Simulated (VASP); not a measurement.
# BN (P6_3/mmc) in VASP: a series of runs, part 2 of 2

VASP 6.6.1. The steps go on from the part before.

## 3. Electric field gradients, PBEsol (volume scaled by 1.01)

The input, INCAR:

```
ALGO     = Normal         # electronic algorithm
EDIFF    = 1E-8           # SCF threshold, eV
ENCUT    = 520            # plane-wave cutoff, eV
GGA      = PS             # functional
ISIF     = 2              # what is computed and relaxed
ISMEAR   = -1             # smearing method
LASPH    = T              # aspherical terms in the spheres
LCHARG   = F              # write CHGCAR
LEFG     = T            
LREAL    = F              # projectors in reciprocal space
LWAVE    = F              # write WAVECAR
NBANDS   = 16             # bands
NELM     = 60             # most SCF steps
PREC     = Accurate       # precision mode
SIGMA    = 0.03           # smearing width, eV
```

The input, KPOINTS:

```
k-points
0
Gamma
  11 11 4
```

The input, POSCAR:

```
BN
1.0
    2.5123106747      0.0000000000      0.0000000000
   -1.2561553374      2.1757248665      0.0000000000
    0.0000000000      0.0000000000      6.6833303951
B N
2 2
Direct
    0.3333333333      0.6666666667      0.2500000000
    0.6666666667      0.3333333333      0.7500000000
    0.3333333333      0.6666666667      0.7500000000
    0.6666666667      0.3333333333      0.2500000000
```

Potentials or basis: VASP PAW PBE potentials, release 64 (B, N).

Command:

```bash
$ cat potpaw_PBE.64/B/POTCAR potpaw_PBE.64/N/POTCAR > POTCAR
$ mpirun -np 1 vasp_std > vasp.out
```

OUTCAR:

```text
EDIFF = 1E-8
   ENCUT = 520
   GGA = PS
   ISIF = 2
   ISMEAR = -1
   LASPH = T
   LREAL = F
   NELM = 60
   PREC = Accurate

 ion  position               nearest neighbor table
   1  0.333  0.667  0.250-   4 1.45   4 1.45   4 1.45
   2  0.667  0.333  0.750-   3 1.45   3 1.45   3 1.45
   3  0.333  0.667  0.750-   2 1.45   2 1.45   2 1.45
   4  0.667  0.333  0.250-   1 1.45   1 1.45   1 1.45

  LATTYP: Found a hexagonal cell.
 ALAT       =     2.5123106747
 C/A-ratio  =     2.6602324555

  Lattice vectors:

 A1 = (   2.5123106747,   0.0000000000,   0.0000000000)
 A2 = (  -1.2561553374,   2.1757248665,   0.0000000000)
[... 683 lines left out ...]
 ion       V_xx      V_yy      V_zz      V_xy      V_xz      V_yz
---------------------------------------------------------------------
   1     -17.215   -17.215    34.431     0.000    -0.000     0.000
   2     -17.215   -17.215    34.431     0.000     0.000    -0.000
   3      -1.563    -1.564     3.127    -0.001    -0.000     0.000
   4      -1.563    -1.564     3.127    -0.001     0.000    -0.000
---------------------------------------------------------------------

 Electric field gradients after diagonalization (V/A^2)
 (convention: |V_zz| > |V_xx| > |V_yy|)
----------------------------------------------------------------------
 ion       V_xx      V_yy      V_zz     asymmetry (V_yy - V_xx)/ V_zz
----------------------------------------------------------------------
   1     -17.215   -17.215    34.431       0.000
   2     -17.215   -17.215    34.431       0.000
   3      -1.565    -1.563     3.127       0.001
   4      -1.565    -1.563     3.127       0.001
----------------------------------------------------------------------

           NMR quadrupolar parameters

 Cq : quadrupolar parameter    Cq=e*Q*V_zz/h
 eta: asymmetry parameters     (V_yy - V_xx)/ V_zz
 Q  : nuclear electric quadrupole moment in mb (millibarn)
----------------------------------------------------------------------
 ion       Cq(MHz)       eta       Q (mb)
----------------------------------------------------------------------
   1       0.083       0.000       1.000
   2       0.083       0.000       1.000
   3       0.008       0.001       1.000
   4       0.008       0.001       1.000
----------------------------------------------------------------------
```

OSZICAR:

```text
N       E                     dE             d eps       ncg     rms          rms(c)
DAV:   1     0.476768892971E+02    0.47677E+02   -0.80318E+03  1536   0.926E+02
DAV:   2    -0.365932641715E+02   -0.84270E+02   -0.76643E+02  2064   0.220E+02
DAV:   3    -0.399158602229E+02   -0.33226E+01   -0.33102E+01  2048   0.433E+01
DAV:   4    -0.399374316950E+02   -0.21571E-01   -0.21568E-01  1896   0.384E+00
DAV:   5    -0.399376360544E+02   -0.20436E-03   -0.20435E-03  1976   0.352E-01    0.109E+01
DAV:   6    -0.369295547001E+02    0.30081E+01   -0.47989E+00  2024   0.167E+01    0.498E+00
DAV:   7    -0.366505889597E+02    0.27897E+00   -0.51161E-01  2056   0.520E+00    0.308E+00
DAV:   8    -0.365691983997E+02    0.81391E-01   -0.21475E-01  1952   0.309E+00    0.463E-01
DAV:   9    -0.365645645135E+02    0.46339E-02   -0.14142E-02  1728   0.958E-01    0.177E-01
DAV:  10    -0.365651852076E+02   -0.62069E-03   -0.11029E-03  1832   0.246E-01    0.301E-02
DAV:  11    -0.365652608491E+02   -0.75642E-04   -0.63875E-05  1880   0.630E-02    0.207E-02
DAV:  12    -0.365652691928E+02   -0.83437E-05   -0.19925E-05  1648   0.303E-02    0.191E-03
DAV:  13    -0.365652692714E+02   -0.78631E-07   -0.48218E-07  2136   0.537E-03    0.836E-04
DAV:  14    -0.365652693305E+02   -0.59051E-07   -0.90029E-08  1600   0.195E-03    0.206E-04
DAV:  15    -0.365652693295E+02    0.99158E-09   -0.69920E-10  1512   0.244E-04
   1 F= -.36565269E+02 E0= -.36565269E+02  d E =-.103835E-10
```

Wall time 62 s (1 thread of AMD EPYC 7R13, shared host); peak memory 0.13 GiB.

What came out:

* Free energy: -36.5653 eV
* Pressure: -1.7 GPa
* Band gap on the k mesh: 4.22 eV, indirect (least direct gap 4.58 eV)

Stress tensor (GPa, compression positive):
```
-2.78  0.00  0.00
 0.00 -2.78  0.00
 0.00  0.00  0.61
```

Levels at points of the mesh, in eV from the valence-band top:
```csv
k point,band 5,band 6,band 7,band 8,band 9,band 10,band 11,band 12
"(0.00, 0.00, 0.00)",-1.35,-1.35,-1.31,-1.31,4.99,10.04,11.40,11.40
"(0.00, 0.00, 0.50)",-1.33,-1.33,-1.33,-1.33,7.35,7.35,11.46,11.46
```

Electric field gradients, principal values (V/Å²):
| atom | least | middle | greatest (by size) |
| --- | --- | --- | --- |
| 1 B | -17.215 | -17.215 | 34.431 |
| 2 B | -17.215 | -17.215 | 34.431 |
| 3 N | -1.563 | -1.565 | 3.127 |
| 4 N | -1.563 | -1.565 | 3.127 |

Caveat: without QUAD_EFG the Cq values of the log hold for a quadrupole moment of 1 mb, not for the nuclei; the PAW data sets were made with another functional, which shifts forces and pressure a little; this functional lacks dispersion, which binds the layers, so the pressure and a relaxed spacing across them are unreliable. A k mesh can miss the band edges.

## 4. Electric field gradients, PBEsol (volume scaled by 0.96)

The input, INCAR:

```
SYSTEM = BN
  PREC = Accurate
  ENCUT = 520
  EDIFF = 1E-8
  ISMEAR = -1
  SIGMA = 0.03
  LREAL = .FALSE.
  LASPH = .TRUE.
  NELM = 60
  ALGO = Normal
  ISIF = 2
  LWAVE = .FALSE.
  LCHARG = .FALSE.
  GGA = PS
  LEFG = .TRUE.
  NBANDS = 16
```

The input, KPOINTS:

```
Automatic mesh
0
G
  11 11 4
  0 0 0
```

The input, POSCAR:

```
BN
1.0
    2.4701498301      0.0000000000      0.0000000000
   -1.2350749151      2.1392125040      0.0000000000
    0.0000000000      0.0000000000      6.5711727478
B N
2 2
Direct
    0.3333333333      0.6666666667      0.2500000000
    0.6666666667      0.3333333333      0.7500000000
    0.3333333333      0.6666666667      0.7500000000
    0.6666666667      0.3333333333      0.2500000000
```

Potentials or basis: VASP PAW PBE potentials, release 64 (B, N).

Command:

```bash
$ cat potpaw_PBE.64/B/POTCAR potpaw_PBE.64/N/POTCAR > POTCAR
$ mpirun -np 1 vasp_std > vasp.out
```

OUTCAR:

```text
SYSTEM = BN
   PREC = Accurate
   ENCUT = 520
   EDIFF = 1E-8
   ISMEAR = -1
   LREAL = .FALSE.
   LASPH = .TRUE.
   NELM = 60
   ISIF = 2
   GGA = PS

 ion  position               nearest neighbor table
   1  0.333  0.667  0.250-   4 1.43   4 1.43   4 1.43
   2  0.667  0.333  0.750-   3 1.43   3 1.43   3 1.43
   3  0.333  0.667  0.750-   2 1.43   2 1.43   2 1.43
   4  0.667  0.333  0.250-   1 1.43   1 1.43   1 1.43

  LATTYP: Found a hexagonal cell.
 ALAT       =     2.4701498301
 C/A-ratio  =     2.6602324554

[... 685 lines left out ...]
---------------------------------------------------------------------
 ion       V_xx      V_yy      V_zz      V_xy      V_xz      V_yz
---------------------------------------------------------------------
   1     -17.814   -17.814    35.627     0.000    -0.000    -0.000
   2     -17.814   -17.814    35.627     0.000    -0.000    -0.000
   3      -4.193    -4.195     8.389    -0.002     0.000     0.000
   4      -4.193    -4.195     8.389    -0.002     0.000     0.000
---------------------------------------------------------------------

 Electric field gradients after diagonalization (V/A^2)
 (convention: |V_zz| > |V_xx| > |V_yy|)
----------------------------------------------------------------------
 ion       V_xx      V_yy      V_zz     asymmetry (V_yy - V_xx)/ V_zz
----------------------------------------------------------------------
   1     -17.814   -17.813    35.627       0.000
   2     -17.814   -17.813    35.627       0.000
   3      -4.196    -4.192     8.389       0.000
   4      -4.196    -4.192     8.389       0.000
----------------------------------------------------------------------

           NMR quadrupolar parameters

 Cq : quadrupolar parameter    Cq=e*Q*V_zz/h
 eta: asymmetry parameters     (V_yy - V_xx)/ V_zz
 Q  : nuclear electric quadrupole moment in mb (millibarn)
----------------------------------------------------------------------
 ion       Cq(MHz)       eta       Q (mb)
----------------------------------------------------------------------
   1       0.086       0.000       1.000
   2       0.086       0.000       1.000
   3       0.020       0.000       1.000
   4       0.020       0.000       1.000
----------------------------------------------------------------------
```

It took 56 s on 1 thread of AMD EPYC 7R13, shared host; peak memory 0.12 GiB.

What came out:

```yaml
Free_energy: -36.5110 eV
Pressure: 11.4 GPa
Band_gap_on_the_k_mesh: 4.28 eV, indirect (least direct gap 4.67 eV)
```

Levels at points of the mesh, in eV from the valence-band top:
```
           k point  band 5  band 6  band 7  band 8  band 9  band 10  band 11  band 12
(0.00, 0.00, 0.00)   -1.29   -1.29   -1.25   -1.25    5.08    10.41    11.82    11.82
(0.00, 0.00, 0.50)   -1.27   -1.27   -1.27   -1.27    7.59     7.59    11.88    11.88
```

Electric field gradients, principal values (V/Å²):
```tsv
atom	least	middle	greatest (by size)
1 B	-17.813	-17.814	35.627
2 B	-17.813	-17.814	35.627
3 N	-4.192	-4.196	8.389
4 N	-4.192	-4.196	8.389
```

Caveat: without QUAD_EFG the Cq values of the log hold for a quadrupole moment of 1 mb, not for the nuclei; the PAW data sets were made with another functional, which shifts forces and pressure a little; this functional lacks dispersion, which binds the layers, so the pressure and a relaxed spacing across them are unreliable. A k mesh can miss the band edges.

## 5. Overview

| cell | gap on the mesh (eV) | pressure (GPa) |
| --- | --- | --- |
| a = 2.487, b = 2.487, c = 6.616 Å, angles 90.0, 90.0, 120.0°, 4 atoms | 4.25 | 5.8 |
| a = 2.512, b = 2.512, c = 6.683 Å, angles 90.0, 90.0, 120.0°, 4 atoms | 4.22 | -1.7 |
| a = 2.470, b = 2.470, c = 6.571 Å, angles 90.0, 90.0, 120.0°, 4 atoms | 4.28 | 11.4 |

Alike in all rows: task electric field gradients; level PBEsol; potentials or basis VASP PAW PBE potentials, release 64 (B, N); no spin polarisation; k mesh 11 × 11 × 4; cutoff (eV) 520; smearing fermi-dirac 0.03 eV.

Caveats: the PAW data sets were made with another functional, which shifts forces and pressure a little; this functional lacks dispersion, which binds the layers, so the pressure and a relaxed spacing across them are unreliable.

Total energies depend on the potentials used, so only differences within one code and one set of settings carry meaning.
